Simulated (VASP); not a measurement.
Set up this calculation in VASP 6.6.1, as the native input.

| Property | Result |
| --- | --- |
| Task | relaxation of shape and atoms at fixed volume |
| Functional | r2SCAN |
| Potentials or basis | VASP PAW PBE potentials, release 64 (B, As) |
| Cutoff | 600 eV |
| k mesh | 6 × 6 × 6 |
| Occupations | gaussian, width 0.02 eV |
| Spin | no spin polarisation |
| Dipole correction | no |
| Further INCAR settings | ALGO = Normal; EDIFF = 1e-07; IBRION = 2; EDIFFG = -0.01; NSW = 50; ISIF = 4 |

Crystal: B6As.

```
B As
1.0
     3.03515    1.75235    3.92514
    -3.03515    1.75235    3.92514
     0.00000   -3.50470    3.92514
B As
12 2
Direct
  0.01510 0.01510 0.32494
  0.01510 0.32494 0.01510
  0.82174 0.27275 0.82174
  0.82174 0.82174 0.27275
  0.27275 0.82174 0.82174
  0.72725 0.17826 0.17826
  0.17826 0.72725 0.17826
  0.17826 0.17826 0.72725
  0.98490 0.67506 0.98490
  0.98490 0.98490 0.67506
  0.67506 0.98490 0.98490
  0.32494 0.01510 0.01510
  0.60035 0.60035 0.60035
  0.39965 0.39965 0.39965
```

One way to write it, as run:

POSCAR

```
B6As
1.0
    3.0351549345      1.7523475185      3.9251406910
   -3.0351549345      1.7523475185      3.9251406910
    0.0000000000     -3.5046950369      3.9251406910
B As
12 2
Direct
    0.0151018143      0.0151018143      0.3249404241
    0.0151018143      0.3249404241      0.0151018143
    0.8217379162      0.2727458778      0.8217379162
    0.8217379162      0.8217379162      0.2727458778
    0.2727458778      0.8217379162      0.8217379162
    0.7272541222      0.1782620838      0.1782620838
    0.1782620838      0.7272541222      0.1782620838
    0.1782620838      0.1782620838      0.7272541222
    0.9848981857      0.6750595759      0.9848981857
    0.9848981857      0.9848981857      0.6750595759
    0.6750595759      0.9848981857      0.9848981857
    0.3249404241      0.0151018143      0.0151018143
    0.6003546060      0.6003546060      0.6003546060
    0.3996453940      0.3996453940      0.3996453940
```

INCAR.step1

```
SYSTEM = B6As
PREC = Accurate ; ENCUT = 600
ISMEAR = 0 ; SIGMA = 0.02
LREAL = .False. ; LASPH = .True.
NELM = 60 ; GGA = PE
ALGO = Normal ; EDIFF = 1E-4
LWAVE = .True. ; LCHARG = .False.
```

INCAR.step2

```
SYSTEM = B6As
PREC = Accurate ; ENCUT = 600
EDIFF = 1E-7 ; ISMEAR = 0
SIGMA = 0.02 ; LREAL = .False.
LASPH = .True. ; NELM = 60
ALGO = Normal ; ISIF = 4
LWAVE = .False. ; LCHARG = .False.
METAGGA = R2SCAN ; LMIXTAU = .True.
IBRION = 2 ; NSW = 50
EDIFFG = -0.01 ; ISTART = 1
```

KPOINTS

```
regular mesh
0
Gamma
  6 6 6
  0 0 0
```

Potentials or basis: VASP PAW PBE potentials, release 64 (B, As).

Run with:

```console
$ cat potpaw_PBE.64/B/POTCAR potpaw_PBE.64/As/POTCAR > POTCAR
$ cp INCAR.step1 INCAR
$ mpirun -np 1 vasp_std > vasp.out
$ cp INCAR.step2 INCAR
$ mpirun -np 1 vasp_std > vasp.out
```

It gave:

* Energy gained by relaxing: 0.3 meV/atom
* Ionic steps: 7
* Pressure after relaxing: 6.4 GPa
* Largest force after relaxing: 0.005 eV/Å
* Band gap on the k mesh: 2.93 eV (least direct gap 2.99 eV)

Caveat: the PAW data sets were made with another functional, which shifts forces and pressure a little.

Run time: 86 min on 1 thread of Oxide Virtual Turin-like Processor, with other jobs on the host, peak memory 0.33 GiB.
